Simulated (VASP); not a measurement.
# Se (Im-3m) in VASP: further runs, part 2 of 2

VASP 6.6.1. Earlier steps stand in the parts before.

## 3. Relaxation of cell and atoms, PBE, target pressure 29 GPa, at which the enthalpy is minimised

INCAR reads:

```
SYSTEM = Se
PREC = Accurate
ENCUT = 600
EDIFF = 1E-7
ISMEAR = -1
SIGMA = 0.1
LREAL = .FALSE.
LASPH = .TRUE.
NELM = 100
ALGO = Normal
ISIF = 3
LWAVE = .FALSE.
LCHARG = .FALSE.
GGA = PE
IBRION = 2
NSW = 60
EDIFFG = -0.005
PSTRESS = 290.0
```

KPOINTS reads:

```
regular mesh
0
G
  17 17 17
  0 0 0
```

POSCAR reads:

```
Se
1.0
   -1.5896839859      1.5896839859      1.5896839859
    1.5896839859     -1.5896839859      1.5896839859
    1.5896839859      1.5896839859     -1.5896839859
Se
1
Direct
    0.0000000000      0.0000000000      0.0000000000
```

Potentials or basis: VASP PAW PBE potentials, release 64 (Se).

Run with:

```
$ cat potpaw_PBE.64/Se/POTCAR > POTCAR
$ mpirun -np 1 vasp_std > vasp.out
```

OUTCAR:

```text
SYSTEM = Se
   PREC = Accurate
   ENCUT = 600
   EDIFF = 1E-7
   ISMEAR = -1
   LREAL = .FALSE.
   LASPH = .TRUE.
   NELM = 100
   ISIF = 3
   GGA = PE
   IBRION = 2
   NSW = 60
   EDIFFG = -0.005
   PSTRESS = 290.0

 ion  position               nearest neighbor table
   1  0.000  0.000  0.000-

  LATTYP: Found a body centered cubic cell.
 ALAT       =     3.1793679718

  Lattice vectors:

 A1 = (  -1.5896839859,   1.5896839859,   1.5896839859)
 A2 = (   1.5896839859,  -1.5896839859,   1.5896839859)
 A3 = (   1.5896839859,   1.5896839859,  -1.5896839859)

Analysis of symmetry for initial positions (statically):
=====================================================================
 Subroutine PRICEL returns:
 Original cell was already a primitive cell.

 Routine SETGRP: Setting up the symmetry group for a
 body centered cubic supercell.

 Subroutine GETGRP returns: Found 48 space group operations
 (whereof 48 operations were pure point group operations)
 out of a pool of 48 trial point group operations.

The static configuration has the point symmetry O_h .

Analysis of symmetry for dynamics (positions and initial velocities):
=====================================================================
 Subroutine PRICEL returns:
 Original cell was already a primitive cell.

 Routine SETGRP: Setting up the symmetry group for a
 body centered cubic supercell.

 Subroutine GETGRP returns: Found 48 space group operations
 (whereof 48 operations were pure point group operations)
 out of a pool of 48 trial point group operations.

The dynamic configuration has the point symmetry O_h .

 Subroutine INISYM returns: Found 48 space group operations
 (whereof 48 operations are pure point group operations),
 and found     1 'primitive' translations

----------------------------------------------------------------------------------------

[... 114 lines left out ...]
   LORBIT       =      0    0 simple, 1 ext, 2 COOP (PROOUT), +10 PAW based schemes
   GGA     = PE    functional components
   LHFCALC =     F    Hartree Fock is set to
   AEXX    =    0.0000 exact exchange contribution
   IVDW    =     0    specifies the selected vdW correction
   LEPSILON=     F    determine dielectric tensor
   LRPA    =     F    only Hartree local field effects (RPA)
 conjugate gradient relaxation of ions
 non-spin polarized calculation
  energy-cutoff  :      600.00
  volume of cell :       16.07
 maximum number of plane-waves:       555
 NGX is ok and might be reduce to    24
   NGX = 11   NGY = 11   NGZ = 11

--------------------------------------- Ionic step        1  -------------------------------------------

 number of electron       6.0000000 magnetization

 Free energy of the ion-electron system (eV)
  ---------------------------------------------------
  ext. energy  EPLUGINS =         0.00000000
  ---------------------------------------------------
  free energy    TOTEN  =        -2.61039621 eV

  energy without entropy =       -2.59217753  energy(sigma->0) =       -2.60128687

------------------------ aborting loop because EDIFF is reached ----------------------------------------

  FORCE on cell =-STRESS in cart. coord.  units (eV):
  Direction    XX          YY          ZZ          XY          YZ          ZX
  --------------------------------------------------------------------------------------
  -------------------------------------------------------------------------------------
  Total        2.9373395      2.9373395      2.9373395      0.0000000     -0.0000000      0.0000000
  in kB      292.8682851    292.8682851    292.8682851      0.0000000     -0.0000000      0.0000000
  external PRESSURE =       2.8682851 kB  Pullay stress =     290.0000000 kB
[... 61 lines left out ...]
--------------------------------------- Ionic step        3  -------------------------------------------

 number of electron       6.0000000 magnetization

 Free energy of the ion-electron system (eV)
  ---------------------------------------------------
  ext. energy  EPLUGINS =         0.00000000
  ---------------------------------------------------
  free energy    TOTEN  =        -2.61470207 eV

  energy without entropy =       -2.59643004  energy(sigma->0) =       -2.60556605

 E-fermi :   8.7699     XC(G=0): -11.7000

 val. band max:        8.6756762362   @ k =  -0.2941   0.3529   0.0588
 cond. band min:       8.7997413475   @ k =  -0.4118   0.4118   0.0588
 fundamental gap:      0.1240651112
 Fermi energy:         8.7699454138

 k-point     1 :       0.0000    0.0000    0.0000
  band No.  band energies     occupation
      1      -9.8467      2.00000
      2      13.0490      0.00000
      3      13.0490      0.00000
      4      13.0490      0.00000
      5      21.6520      0.00000
      6      21.6520      0.00000
      7      21.6520      0.00000
[... 221 lines left out ...]
 k-point    24 :       0.1765    0.1765    0.0000
  band No.  band energies     occupation
      1      -7.3785      2.00000
      2       5.3120      2.00000
      3       8.1569      1.99566
      4      11.1587      0.00000
      5      18.3610      0.00000
      6      19.7992      0.00000
      7      23.8495      0.00000

 [... further k-points ...]
[... 5 lines left out ...]
  --------------------------------------------------------------------------------------
  -------------------------------------------------------------------------------------
  Total        2.9129841      2.9129841      2.9129841      0.0000000      0.0000000      0.0000000
  in kB      290.0126731    290.0126731    290.0126731      0.0000000      0.0000000      0.0000000
  external PRESSURE =       0.0126731 kB  Pullay stress =     290.0000000 kB
[... 20 lines left out ...]
  energy  without entropy=       -2.5964300406  energy(sigma->0) =       -2.60556605

  enthalpy is  TOTEN    =         0.2981547568 eV   P V=        2.9128568259

 reached required accuracy - stopping structural energy minimisation
```

It took 12 s on 1 thread of Intel Xeon 6975P-C (Granite Rapids), shared host; peak memory 0.16 GiB.

What came out:

* Free energy: -2.6147 eV
* Relaxed volume: 16.09 Å³/atom
* Relaxed cell: a = 2.755 Å, b = 2.755 Å, c = 2.755 Å, α = 109.47°, β = 109.47°, γ = 109.47°
* Space group after relaxing (to 0.05 Å): Im-3m (No. 229)
* Energy change on relaxing (the enthalpy is what falls): -4.3 meV/atom
* Ionic steps: 3
* Pressure after relaxing: 29.0 GPa
* Band gap on the k mesh: zero (band 3 reaches 13.05 eV, above the bottom of band 4 at 3.96 eV)

The path:
| step | energy change (eV) | largest force (eV/Å) | pressure (GPa) | volume (Å³) |
| --- | --- | --- | --- | --- |
| 1 | 0.0000 | 0.0000 | 29.29 | 16.07 |
| 2 | -0.0121 | 0.0000 | 28.50 | 16.14 |
| 3 | -0.0043 | 0.0000 | 29.00 | 16.09 |

Final structure:
```
Se
1.0
    -1.59046    1.59046    1.59046
     1.59046   -1.59046    1.59046
     1.59046    1.59046   -1.59046
Se
1
Direct
  0.00000 0.00000 0.00000
```

Caveat: the cell is relaxed towards a set pressure, so the enthalpy falls and the energy may rise.

## 4. Relaxation of cell and atoms, PBE, target pressure 29 GPa, at which the enthalpy is minimised

INCAR reads:

```
PREC     = Accurate       # precision mode
ENCUT    = 600            # plane-wave cutoff, eV
EDIFF    = 1E-6           # SCF threshold, eV
ISMEAR   = -1             # smearing method
SIGMA    = 0.1            # smearing width, eV
LREAL    = F              # projectors in reciprocal space
LASPH    = T              # aspherical terms in the spheres
NELM     = 100            # most SCF steps
ALGO     = Normal         # electronic algorithm
ISIF     = 3              # what is computed and relaxed
LWAVE    = F              # write WAVECAR
LCHARG   = F              # write CHGCAR
GGA      = PE             # functional
IBRION   = 2              # ionic algorithm
NSW      = 32             # ionic steps
EDIFFG   = -0.005         # ionic threshold
PSTRESS  = 290.0
```

KPOINTS reads:

```
Automatic mesh
0
Gamma
  17 17 17
```

POSCAR reads:

```
Se
1.0
   -1.5900420080      1.5900420080      1.5900420080
    1.5900420080     -1.5900420080      1.5900420080
    1.5900420080      1.5900420080     -1.5900420080
Se
1
Direct
    0.0000000000      0.0000000000      0.0000000000
```

Run with:

```
$ cat potpaw_PBE.64/Se/POTCAR > POTCAR
$ mpirun -np 1 vasp_std > vasp.out
```

Run time: 14 s. Hardware: 1 thread of Intel Xeon 6975P-C (Granite Rapids), shared host; peak memory 0.15 GiB.

Results (log left out):

- Free energy: -2.6149 eV
- Relaxed volume: 16.09 Å³/atom
- Relaxed cell: a = 2.755 Å, b = 2.755 Å, c = 2.755 Å, α = 109.47°, β = 109.47°, γ = 109.47°
- Space group after relaxing (to 0.05 Å): Im-3m (No. 229)
- Energy change on relaxing (the enthalpy is what falls): -2.5 meV/atom
- Ionic steps: 3
- Pressure after relaxing: 29.0 GPa
- Band gap on the k mesh: zero (band 3 reaches 13.05 eV, above the bottom of band 4 at 3.96 eV)

The path:
```csv
step,energy change (eV),largest force (eV/Å),pressure (GPa),volume (Å³)
1,0.0000,0.0000,29.16,16.08
2,-0.0067,0.0000,28.73,16.12
3,-0.0025,0.0000,28.99,16.09
```

Final structure:
```
CELL_PARAMETERS angstrom
-1.59049 1.59049 1.59049
1.59049 -1.59049 1.59049
1.59049 1.59049 -1.59049
ATOMIC_POSITIONS crystal
Se 0.00000 0.00000 0.00000
```

Levels at points of the mesh, in eV from the Fermi level:
```
           k point  band 1  band 2  band 3  band 4  band 5  band 6  band 7
(0.00, 0.00, 0.00)  -18.62    4.28    4.28    4.28   12.88   12.88   12.88
```

Caveat: the cell is relaxed towards a set pressure, so the enthalpy falls and the energy may rise.
